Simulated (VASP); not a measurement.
# Bi (R-3m) in VASP: single point with LDA

Aim: the single point of Bi with LDA.

Program: VASP 6.6.1. These are calculated values, not measurements. Logs are shortened: lines on timing, memory, paths and dates and some standing lists are left out, and cuts for length are marked.

## Step 1: The cell of the first run

The structure is trigonal, space group R-3m (No. 166). The conventional cell has a = 4.491 Å, b = 4.491 Å, c = 11.498 Å, α = 90.00°, β = 90.00°, γ = 120.00°. Within 4.0 Å of Bi (site symmetry 3m) lie 6 Bi at 3.06 to 3.41 Å.

## Step 2: Single point, LDA

File INCAR:

```
PREC = Accurate ; ENCUT = 520
EDIFF = 1E-6 ; ISMEAR = 0
SIGMA = 0.05 ; LREAL = False
LASPH = True ; NELM = 100
ALGO = Normal ; ISIF = 2
LWAVE = False ; LCHARG = False
NBANDS = 22
```

File KPOINTS:

```
regular mesh
0
Gamma
  12 12 12
```

File POSCAR:

```
Bi
1.0
    2.2456620758      1.2965336040      3.8325417005
   -2.2456620758      1.2965336040      3.8325417005
    0.0000000000     -2.5930672079      3.8325417005
Bi
2
Direct
    0.2372818731      0.2372818731      0.2372818731
    0.7627181269      0.7627181269      0.7627181269
```

Potentials or basis: VASP PAW LDA potentials, release 64 (Bi_d).

Command:

```bash
cat potpaw_LDA.64/Bi_d/POTCAR > POTCAR
mpirun -np 1 vasp_std > vasp.out
```

OUTCAR:

```text
PREC = Accurate
   ENCUT = 520
   EDIFF = 1E-6
   ISMEAR = 0
   LREAL = False
   LASPH = True
   NELM = 100
   ISIF = 2

 ion  position               nearest neighbor table
   1  0.237  0.237  0.237-   2 3.06   2 3.06   2 3.06   2 3.41   2 3.41   2 3.41
   2  0.763  0.763  0.763-   1 3.06   1 3.06   1 3.06   1 3.41   1 3.41   1 3.41

  LATTYP: Found a trigonal (rhomboedric) cell.
 ALAT       =     4.6273505844
 COS(alpha) =     0.5289641127

  Lattice vectors:

 A1 = (   2.2456620758,   1.2965336040,   3.8325417005)
 A2 = (  -2.2456620758,   1.2965336040,   3.8325417005)
 A3 = (   0.0000000000,  -2.5930672079,   3.8325417005)

Analysis of symmetry for initial positions (statically):
=====================================================================
 Subroutine PRICEL returns:
 Original cell was already a primitive cell.

 Routine SETGRP: Setting up the symmetry group for a
 trigonal (rhombohedral) supercell.

 Subroutine GETGRP returns: Found 12 space group operations
 (whereof 12 operations were pure point group operations)
 out of a pool of 12 trial point group operations.

The static configuration has the point symmetry D_3d.

Analysis of symmetry for dynamics (positions and initial velocities):
=====================================================================
 Subroutine PRICEL returns:
 Original cell was already a primitive cell.

 Routine SETGRP: Setting up the symmetry group for a
 trigonal (rhombohedral) supercell.

 Subroutine GETGRP returns: Found 12 space group operations
 (whereof 12 operations were pure point group operations)
 out of a pool of 12 trial point group operations.

The dynamic configuration has the point symmetry D_3d.

 Subroutine INISYM returns: Found 12 space group operations
 (whereof 12 operations are pure point group operations),
 and found     1 'primitive' translations

----------------------------------------------------------------------------------------

                                     Primitive cell

  volume of cell :      66.9524

  direct lattice vectors                    reciprocal lattice vectors
     2.245662076  1.296533604  3.832541701     0.222651487  0.128547896  0.086974483
    -2.245662076  1.296533604  3.832541701    -0.222651487  0.128547896  0.086974483
     0.000000000 -2.593067208  3.832541701     0.000000000 -0.257095792  0.086974483

[... 78 lines left out ...]
   LNONCOLLINEAR =      F non collinear calculations
   LSORBIT =      F    spin-orbit coupling
   LASPH  =      T    aspherical Exc in radial PAW
   ENCUT  =  520.0 eV  38.22 Ry    6.18 a.u.   8.60  8.60  8.60*2*pi/ulx,y,z
   NELM   =    100;   NELMIN=  2; NELMDL= -5     # of ELM steps
   EDIFF  = 0.1E-05   stopping-criterion for ELM
   LREAL  =      F    real-space projection
   EDIFFG = 0.1E-04   stopping-criterion for IOM
   NSW    =      0    number of steps for IOM
   IBRION =     -1    ionic relax: 0-MD 1-quasi-New 2-CG
   NFREE  =      0    steps in history (QN), initial steepest desc. (CG)
   ISIF   =      2    stress and relaxation
   ISYM   =      2    0-nonsym 1-usesym 2-fastsym
   POTIM  = 0.5000    time-step for ionic-motion
   TEBEG  =    0.0;   TEEND  =   0.0 temperature during run
   PSTRESS=    0.0 pullay stress
   NELECT =      30.0000    total number of electrons
   NUPDOWN=      -1.0000    fix difference up-down
   EMIN   =  10.00;   EMAX   =-10.00  energy-range for DOS
   EFERMI =   0.00;   METHOD = LEGACY
   ISMEAR =     0;   SIGMA  =   0.05  broadening in eV -4-tet -1-fermi 0-gaus
   EFERMI_NEDOS =   21; number of points for ismear=-14 and -15
   IALGO  =     38    algorithm
   IMIX   =      4    mixing-type and parameters
     AMIX     =   0.40;   BMIX     =  1.00
     AMIX_MAG =   1.60;   BMIX_MAG =  1.00
  volume/ion in A,a.u.               =      33.48       225.91
  Fermi-wavevector in a.u.,A,eV,Ry     =   1.252737  2.367329 21.352293  1.569349
  Thomas-Fermi vector in A             =   2.386623
   LORBIT       =      0    0 simple, 1 ext, 2 COOP (PROOUT), +10 PAW based schemes
   GGA     = CA    functional components
   LHFCALC =     F    Hartree Fock is set to
   AEXX    =    0.0000 exact exchange contribution
   IVDW    =     0    specifies the selected vdW correction
   LEPSILON=     F    determine dielectric tensor
   LRPA    =     F    only Hartree local field effects (RPA)
 non-spin polarized calculation
 Gauss-broadening in eV      SIGMA  =   0.05
  energy-cutoff  :      520.00
  volume of cell :       66.95
 maximum number of plane-waves:      1835
   NGX = 17   NGY = 17   NGZ = 17

 number of electron      30.0000007 magnetization

 Free energy of the ion-electron system (eV)
  ---------------------------------------------------
  ext. energy  EPLUGINS =         0.00000000
  ---------------------------------------------------
  free energy    TOTEN  =        -9.12531885 eV

  energy without entropy =       -9.12496204  energy(sigma->0) =       -9.12514044

 E-fermi :   6.6446     XC(G=0): -10.0378

 val. band max:        6.6197559602   @ k =   0.2500   0.1667   0.0833
 cond. band min:       6.6655743555   @ k =   0.4167   0.0833   0.0833
 fundamental gap:      0.0458183954
 Fermi energy:         6.6446071192

 k-point     1 :       0.0000    0.0000    0.0000
  band No.  band energies     occupation
      1     -16.2881      2.00000
      2     -16.2881      2.00000
      3     -16.1157      2.00000
      4     -16.1157      2.00000
      5     -16.1045      2.00000
      6     -15.9052      2.00000
[... 589 lines left out ...]
     21      14.7303      0.00000
     22      17.0112      0.00000

 [... further k-points ...]

------------------------ aborting loop because EDIFF is reached ----------------------------------------

  FORCE on cell =-STRESS in cart. coord.  units (eV):
  Direction    XX          YY          ZZ          XY          YZ          ZX
  --------------------------------------------------------------------------------------
  -------------------------------------------------------------------------------------
  Total        0.0667277      0.0667277      0.0345896      0.0000000      0.0000000      0.0000000
  in kB        1.5967997      1.5967997      0.8277316      0.0000000      0.0000000      0.0000000
  external PRESSURE =       1.3404436 kB  Pullay stress =       0.0000000 kB

 VOLUME and BASIS-vectors are now :
 -----------------------------------------------------------------------------
  energy-cutoff  :      520.00
  volume of cell :       66.95
      direct lattice vectors                 reciprocal lattice vectors
     2.245662076  1.296533604  3.832541701     0.222651487  0.128547896  0.086974483
    -2.245662076  1.296533604  3.832541701    -0.222651487  0.128547896  0.086974483
     0.000000000 -2.593067208  3.832541701     0.000000000 -0.257095792  0.086974483

 POSITION                                       TOTAL-FORCE (eV/Angst)
 -----------------------------------------------------------------------------------
      0.00000      0.00000      2.72818         0.000000      0.000000      0.013202
      0.00000      0.00000      8.76945         0.000000     -0.000000     -0.013202
 -----------------------------------------------------------------------------------
    total drift:                               -0.000000      0.000000      0.000000

  FREE ENERGIE OF THE ION-ELECTRON SYSTEM (eV)
  ---------------------------------------------------
  free  energy   TOTEN  =        -9.1253188516 eV

  energy  without entropy=       -9.1249620370  energy(sigma->0) =       -9.12514044
```

OSZICAR:

```text
N       E                     dE             d eps       ncg     rms          rms(c)
DAV:   1     0.309582814426E+03    0.30958E+03   -0.16295E+04  8336   0.166E+03
DAV:   2     0.172625423181E+02   -0.29232E+03   -0.28519E+03  8442   0.440E+02
DAV:   3    -0.823146752532E+01   -0.25494E+02   -0.25180E+02 10094   0.144E+02
DAV:   4    -0.910857856241E+01   -0.87711E+00   -0.87676E+00 10164   0.293E+01
DAV:   5    -0.914709572896E+01   -0.38517E-01   -0.38516E-01 12076   0.550E+00    0.107E+00
DAV:   6    -0.913220542684E+01    0.14890E-01   -0.19181E-02 10830   0.148E+00    0.615E-01
DAV:   7    -0.912538871358E+01    0.68167E-02   -0.11652E-02 10936   0.119E+00    0.105E-01
DAV:   8    -0.912531313079E+01    0.75583E-04   -0.11999E-03  9790   0.415E-01    0.170E-02
DAV:   9    -0.912531901562E+01   -0.58848E-05   -0.53661E-05 12664   0.557E-02    0.682E-03
DAV:  10    -0.912531885157E+01    0.16406E-06   -0.20378E-06  8500   0.120E-02
   1 F= -.91253189E+01 E0= -.91251404E+01  d E =-.356815E-03
```

stdout:

```text
POSCAR found type information on POSCAR Bi
 POSCAR found :  1 types and       2 ions
 scaLAPACK will be used
 LDA part: xc-table for (Slater(with rela. corr.)+CA(PZ))
 , standard interpolation
 POSCAR, INCAR and KPOINTS ok, starting setup
 FFT: planning ... GRIDC
 FFT: planning ... GRID_SOFT
 FFT: planning ... GRID
 WAVECAR not read
 entering main loop
```

Wall time 3.7 min (1 thread of Oxide Virtual Turin-like, shared host); peak memory 0.29 GiB.

What came out:

```yaml
Free_energy: -9.1253 eV
Pressure: 0.1 GPa
Largest_force: 0.013 eV/Å
Band_gap_on_the_k_mesh: zero (bands 15 and 16 overlap by 0.19 eV)
```

Forces on the atoms (eV/Å):
```
Bi   0.000  0.000  0.013
Bi   0.000  0.000 -0.013
```

Caveat: spin-orbit coupling is left out, which moves the levels of the heavy elements.

The gap in the log of VASP goes by the Fermi energy; the results here count the filled bands.